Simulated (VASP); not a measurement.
Crystal: Ti2Co.

```
Ti Co
1.0
     0.00000    2.66223    2.66223
     2.66223    0.00000    2.66223
     2.66223    2.66223    0.00000
Ti Co
2 1
Direct
  0.25000 0.25000 0.25000
  0.75000 0.75000 0.75000
  0.00000 0.00000 0.00000
```

* Program: VASP 6.6.1
* Task: relaxation of cell and atoms
* Functional: PBE
* Potentials or basis: VASP PAW PBE potentials, release 64 (Ti_sv, Co)
* Cutoff: 600 eV
* k mesh: 6 × 6 × 6
* Occupations: gaussian, width 0.1 eV
* Spin: no spin polarisation

At the start: pressure 52.9 GPa; volume 12.58 Å³/atom.

Q: Where does the relaxation end?

A: Over 8 steps the energy falls by 486.1 meV/atom and the volume is 16.15 Å³/atom (+28.4 %); space group Fm-3m (No. 225, to 0.05 Å).

Step by step:
```csv
step,energy change (eV),largest force (eV/Å),pressure (GPa),volume (Å³)
1,0.0000,0.0000,52.87,37.74
2,0.7750,0.0000,-18.54,65.25
3,7.4907,0.0000,36.22,46.58
4,-0.6720,0.0000,-16.35,56.94
5,-1.3452,0.0000,-7.70,51.59
6,-1.4419,0.0000,-1.18,49.04
7,-1.4581,0.0000,-0.44,48.68
8,-1.4582,0.0000,0.22,48.44
```

Final structure:
```cif
data_structure
_symmetry_space_group_name_H-M 'P 1'
_symmetry_Int_Tables_number 1
_cell_length_a 4.0918
_cell_length_b 4.0918
_cell_length_c 4.0918
_cell_angle_alpha 60.000
_cell_angle_beta 60.000
_cell_angle_gamma 60.000
_cell_volume 48.44
loop_
_atom_site_label
_atom_site_type_symbol
_atom_site_fract_x
_atom_site_fract_y
_atom_site_fract_z
_atom_site_occupancy
Ti1 Ti 0.25000 0.25000 0.25000 1
Ti2 Ti 0.75000 0.75000 0.75000 1
Co1 Co 0.00000 0.00000 0.00000 1
```

Caveat: the volume moved by over 15 % at a fixed basis, so the end points are rough.
